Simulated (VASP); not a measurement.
# Os (P6_3/mmc) in VASP: further runs

Runs on Os. Level: revPBE. Tasks: single point.

Everything below comes from runs of VASP 6.6.1. Logs are shortened: lines on timing, memory, paths and dates and some standing lists are left out, and cuts for length are marked.

### Step 1. The cell of the first run

It takes space group P6_3/mmc (No. 194, hexagonal). The conventional cell has a = 2.712 Å, b = 2.712 Å, c = 8.706 Å, α = 90.00°, β = 90.00°, γ = 120.00°. Within 3.5 Å of Os (site symmetry -3m) lie 12 Os at 2.68 to 2.71 Å. Os (site symmetry -6m2) has 12 Os at 2.68 to 2.71 Å within 3.5 Å.

### Step 2. Single point, revPBE (13.87 Å³/atom)

Input file INCAR:

```
PREC = Accurate
ENCUT = 520
EDIFF = 1E-6
ISMEAR = -1
SIGMA = 0.1
LREAL = False
LASPH = True
NELM = 60
ALGO = Normal
ISIF = 2
LWAVE = False
LCHARG = False
GGA = RE
NBANDS = 24
```

Input file KPOINTS:

```
Automatic mesh
0
Gamma
  15 15 4
```

Input file POSCAR:

```
Os
1.0
    2.7123346440      0.0000000000      0.0000000000
   -1.3561673220      2.3489507052      0.0000000000
    0.0000000000      0.0000000000      8.7062883922
Os
4
Direct
    0.0000000000      0.0000000000      0.0000000000
    1.0000000000      1.0000000000      0.5000000000
    0.3333333333      0.6666666667      0.2500000000
    0.6666666667      0.3333333333      0.7500000000
```

Potentials or basis: VASP PAW PBE potentials, release 64 (Os).

Launch:

```sh
$ cat potpaw_PBE.64/Os/POTCAR > POTCAR
$ mpirun -np 1 vasp_std > vasp.out
```

OUTCAR:

```text
PREC = Accurate
   ENCUT = 520
   EDIFF = 1E-6
   ISMEAR = -1
   LREAL = False
   LASPH = True
   NELM = 60
   ISIF = 2
   GGA = RE

 ion  position               nearest neighbor table
   1  0.000  0.000  0.000-   3 2.68   4 2.68   3 2.68   4 2.68   4 2.68   3 2.68
   2  0.000  0.000  0.500-   3 2.68   4 2.68   3 2.68   4 2.68   4 2.68   3 2.68
   3  0.333  0.667  0.250-   1 2.68   2 2.68   1 2.68   2 2.68   1 2.68   2 2.68
   4  0.667  0.333  0.750-   1 2.68   2 2.68   1 2.68   2 2.68   1 2.68   2 2.68

  LATTYP: Found a hexagonal cell.
 ALAT       =     2.7123346440
 C/A-ratio  =     3.2098872503

  Lattice vectors:

 A1 = (   2.7123346440,   0.0000000000,   0.0000000000)
 A2 = (  -1.3561673220,   2.3489507052,   0.0000000000)
 A3 = (   0.0000000000,   0.0000000000,   8.7062883922)

Analysis of symmetry for initial positions (statically):
=====================================================================
 Subroutine PRICEL returns:
 Original cell was already a primitive cell.

 Routine SETGRP: Setting up the symmetry group for a
 hexagonal supercell.

 Subroutine GETGRP returns: Found 24 space group operations
 (whereof 12 operations were pure point group operations)
 out of a pool of 24 trial point group operations.

The static configuration has the point symmetry D_3d.
 The point group associated with its full space group is D_6h.

Analysis of symmetry for dynamics (positions and initial velocities):
=====================================================================
 Subroutine PRICEL returns:
 Original cell was already a primitive cell.

 Routine SETGRP: Setting up the symmetry group for a
 hexagonal supercell.

 Subroutine GETGRP returns: Found 24 space group operations
 (whereof 12 operations were pure point group operations)
 out of a pool of 24 trial point group operations.

The dynamic configuration has the point symmetry D_3d.
 The point group associated with its full space group is D_6h.

 Subroutine INISYM returns: Found 24 space group operations
 (whereof 12 operations are pure point group operations),
 and found     1 'primitive' translations

----------------------------------------------------------------------------------------

                                     Primitive cell

  volume of cell :      55.4690

  direct lattice vectors                    reciprocal lattice vectors
     2.712334644  0.000000000  0.000000000     0.368686070  0.212861002  0.000000000
[... 90 lines left out ...]
   EDIFF  = 0.1E-05   stopping-criterion for ELM
   LREAL  =      F    real-space projection
   EDIFFG = 0.1E-04   stopping-criterion for IOM
   NSW    =      0    number of steps for IOM
   IBRION =     -1    ionic relax: 0-MD 1-quasi-New 2-CG
   NFREE  =      0    steps in history (QN), initial steepest desc. (CG)
   ISIF   =      2    stress and relaxation
   ISYM   =      2    0-nonsym 1-usesym 2-fastsym
   POTIM  = 0.5000    time-step for ionic-motion
   TEBEG  =    0.0;   TEEND  =   0.0 temperature during run
   PSTRESS=    0.0 pullay stress
   NELECT =      32.0000    total number of electrons
   NUPDOWN=      -1.0000    fix difference up-down
   EMIN   =  10.00;   EMAX   =-10.00  energy-range for DOS
   EFERMI =   0.00;   METHOD = LEGACY
   ISMEAR =    -1;   SIGMA  =   0.10  broadening in eV -4-tet -1-fermi 0-gaus
   EFERMI_NEDOS =   21; number of points for ismear=-14 and -15
   IALGO  =     38    algorithm
   IMIX   =      4    mixing-type and parameters
     AMIX     =   0.40;   BMIX     =  1.00
     AMIX_MAG =   1.60;   BMIX_MAG =  1.00
  volume/ion in A,a.u.               =      13.87        93.58
  Fermi-wavevector in a.u.,A,eV,Ry     =   1.362829  2.575374 25.270146  1.857303
  Thomas-Fermi vector in A             =   2.489285
   LORBIT       =      0    0 simple, 1 ext, 2 COOP (PROOUT), +10 PAW based schemes
   GGA     = RE    functional components
   LHFCALC =     F    Hartree Fock is set to
   AEXX    =    0.0000 exact exchange contribution
   IVDW    =     0    specifies the selected vdW correction
   LEPSILON=     F    determine dielectric tensor
   LRPA    =     F    only Hartree local field effects (RPA)
 non-spin polarized calculation
  energy-cutoff  :      520.00
  volume of cell :       55.47
 maximum number of plane-waves:      1521
   NGX = 11   NGY = 11   NGZ = 33

 number of electron      32.0000004 magnetization

 Free energy of the ion-electron system (eV)
  ---------------------------------------------------
  ext. energy  EPLUGINS =         0.00000000
  ---------------------------------------------------
  free energy    TOTEN  =       -42.47039937 eV

  energy without entropy =      -42.36385277  energy(sigma->0) =      -42.41712607

 E-fermi :   9.6407     XC(G=0): -14.0876

 val. band max:        9.6293684474   @ k =   0.1333   0.0000   0.2500
 cond. band min:       9.6527331368   @ k =   0.0667   0.0667   0.2500
 fundamental gap:      0.0233646895
 Fermi energy:         9.6406777627

 k-point     1 :       0.0000    0.0000    0.0000
  band No.  band energies     occupation
      1      -1.3620      2.00000
      2       1.0209      2.00000
      3       1.0232      2.00000
      4       1.7753      2.00000
      5       5.9203      2.00000
      6       5.9531      2.00000
[... 637 lines left out ...]
     23      16.3217      0.00000
     24      16.5129      0.00000

 [... further k-points ...]

------------------------ aborting loop because EDIFF is reached ----------------------------------------

  FORCE on cell =-STRESS in cart. coord.  units (eV):
  Direction    XX          YY          ZZ          XY          YZ          ZX
  --------------------------------------------------------------------------------------
  -------------------------------------------------------------------------------------
  Total        5.5835398      5.5835398      6.4031544      0.0000000      0.0000000      0.0000000
  in kB      161.2760863    161.2760863    184.9499986      0.0000000      0.0000000      0.0000000
  external PRESSURE =     169.1673904 kB  Pullay stress =       0.0000000 kB

 VOLUME and BASIS-vectors are now :
 -----------------------------------------------------------------------------
  energy-cutoff  :      520.00
  volume of cell :       55.47
      direct lattice vectors                 reciprocal lattice vectors
     2.712334644  0.000000000  0.000000000     0.368686070  0.212861002  0.000000000
    -1.356167322  2.348950705  0.000000000     0.000000000  0.425722003  0.000000000
     0.000000000  0.000000000  8.706288392     0.000000000  0.000000000  0.114859508

 POSITION                                       TOTAL-FORCE (eV/Angst)
 -----------------------------------------------------------------------------------
      0.00000      0.00000      0.00000         0.000000      0.000000      0.000000
      0.00000      0.00000      4.35314         0.000000      0.000000      0.000000
     -0.00000      1.56597      2.17657        -0.000000     -0.000000      0.000000
      1.35617      0.78298      6.52972        -0.000000      0.000000     -0.000000
 -----------------------------------------------------------------------------------
    total drift:                                0.000000     -0.000000      0.000000

  FREE ENERGIE OF THE ION-ELECTRON SYSTEM (eV)
  ---------------------------------------------------
  free  energy   TOTEN  =       -42.4703993739 eV

  energy  without entropy=      -42.3638527743  energy(sigma->0) =      -42.41712607
```

Run time: 51 s. Hardware: 1 thread of Intel Xeon 6975P-C (Granite Rapids), shared host; peak memory 0.22 GiB.

Results:

- Free energy: -42.4704 eV
- Pressure: 16.9 GPa
- Band gap on the k mesh: zero (bands 16 and 17 overlap by 3.64 eV)

Stress tensor (GPa, compression positive):
```
16.13  0.00  0.00
 0.00 16.13  0.00
 0.00  0.00 18.49
```

Levels at points of the mesh, in eV from the Fermi level:
```
           k point  band 14  band 15  band 16  band 17  band 18  band 19
(0.00, 0.00, 0.00)    -2.52    -2.52    -0.86    -0.86    -0.14     0.02
(0.00, 0.00, 0.50)    -2.89    -2.02    -2.02    -0.33    -0.33    -0.33
```

Caveat: the cell stands under pressure; the PAW data sets were made with another functional, which shifts forces and pressure a little; spin-orbit coupling is left out, which moves the levels of the heavy elements.

### Step 3. Single point, revPBE (14.45 Å³/atom)

This run uses another cell than the first one, of 14.45 Å³/atom.

Input file INCAR:

```
SYSTEM = Os
PREC = Accurate ; ENCUT = 520
EDIFF = 1E-6 ; ISMEAR = -1
SIGMA = 0.1 ; LREAL = .False.
LASPH = .True. ; NELM = 80
ALGO = Normal ; ISIF = 2
LWAVE = .False. ; LCHARG = .False.
GGA = RE ; NBANDS = 24
```

Input file KPOINTS:

```
Automatic mesh
0
Gamma
  15 15 4
  0 0 0
```

Input file POSCAR:

```
Os
1.0
    2.7494945307      0.0000000000      0.0000000000
   -1.3747472653      2.3811321111      0.0000000000
    0.0000000000      0.0000000000      8.8255674389
Os
4
Direct
    0.0000000000      0.0000000000      0.0000000000
    1.0000000000      1.0000000000      0.5000000000
    0.3333333333      0.6666666667      0.2500000000
    0.6666666667      0.3333333333      0.7500000000
```

Potentials or basis: VASP PAW PBE potentials, release 64 (Os).

Launch:

```sh
$ cat potpaw_PBE.64/Os/POTCAR > POTCAR
$ mpirun -np 1 vasp_std > vasp.out
```

Run time: 48 s. Hardware: 1 thread of Intel Xeon 6975P-C (Granite Rapids), shared host; peak memory 0.22 GiB.

The run converged. Its results:

```yaml
Free_energy: -42.5856 eV
Pressure: -0.5 GPa
Band_gap_on_the_k_mesh: zero (bands 16 and 17 overlap by 3.40 eV)
```

Stress tensor (GPa, compression positive):
```
-1.04  0.00  0.00
 0.00 -1.04  0.00
 0.00  0.00  0.45
```

Levels at points of the mesh, in eV from the Fermi level:
```csv
k point,band 14,band 15,band 16,band 17,band 18,band 19
"(0.00, 0.00, 0.00)",-2.37,-2.37,-0.81,-0.81,-0.13,0.02
"(0.00, 0.00, 0.50)",-2.71,-1.94,-1.94,-0.32,-0.32,-0.32
```

Caveat: the PAW data sets were made with another functional, which shifts forces and pressure a little; spin-orbit coupling is left out, which moves the levels of the heavy elements.

(Continued in part 2 of 2.)
